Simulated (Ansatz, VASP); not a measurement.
# LiF in VASP and in Ansatz

File INCAR:

```
ALGO = Normal
EDIFF = 1E-6
ENCUT = 520
GGA = PE
ISIF = 2
ISMEAR = 0
LASPH = True
LCHARG = False
LREAL = False
LWAVE = False
NBANDS = 12
NELM = 60
PREC = Accurate
SIGMA = 0.05
```

KPOINTS

```
k-points
0
Gamma
  10 10 10
```

The input POSCAR:

```
LiF
1.0
    2.3547703600      0.0000000000      0.0000000000
    0.0000000000      2.3547703600      0.0000000000
    0.0000000000      0.0000000000      2.4571516800
Li F
1 1
Direct
    0.0000000000      0.0000000000      0.0000000000
    0.5000000000      0.5000000000      0.5000000000
```

Input for Ansatz:

```yaml
crystal:
  lattice:
    - [2.35477036, 0.0, 0.0]
    - [0.0, 2.35477036, 0.0]
    - [0.0, 0.0, 2.45715168]
  atoms:
    - { symbol: Li, position: [0.0, 0.0, 0.0] }
    - { symbol: F, position: [0.5, 0.5, 0.5] }
basis:
  ecutwfc: 420
kpoints:
  mp_grid: { grid: [10, 10, 10] }
hamiltonian:
  xc: pbe
scf:
  occupations: { method: gaussian, width: 0.05 }
output:
  forces: true
  stress: true
  eigenvalues: true
```

Change from the starting cell: strain -0.080 along x and y, -0.040 along z, atoms carried along.

Alike in both runs: task single point; functional PBE; k mesh 10 × 10 × 10; occupations gaussian, width 0.05 eV; no spin polarisation.

|  | VASP | Ansatz |
| --- | --- | --- |
| version | VASP 6.6.1 | Ansatz 0.2.0 |
| potentials or method | VASP PAW PBE potentials, release 64 (Li_sv, F), cutoff 520 eV | scalar-relativistic, plane waves, PAW |
| valence electrons in the cell | 10 | 10 |

Ansatz gave:

```
gap on the k mesh at the Fermi level (eV) : 9.29
least direct gap on the mesh (eV)         : 10.13
```

Question: Estimate VASP's values.

Answer: gap on the k mesh at the Fermi level (eV): 9.30; least direct gap on the mesh (eV): 10.14.

Noted on VASP's run: the cutoff is short for stress, so the pressure is rough.
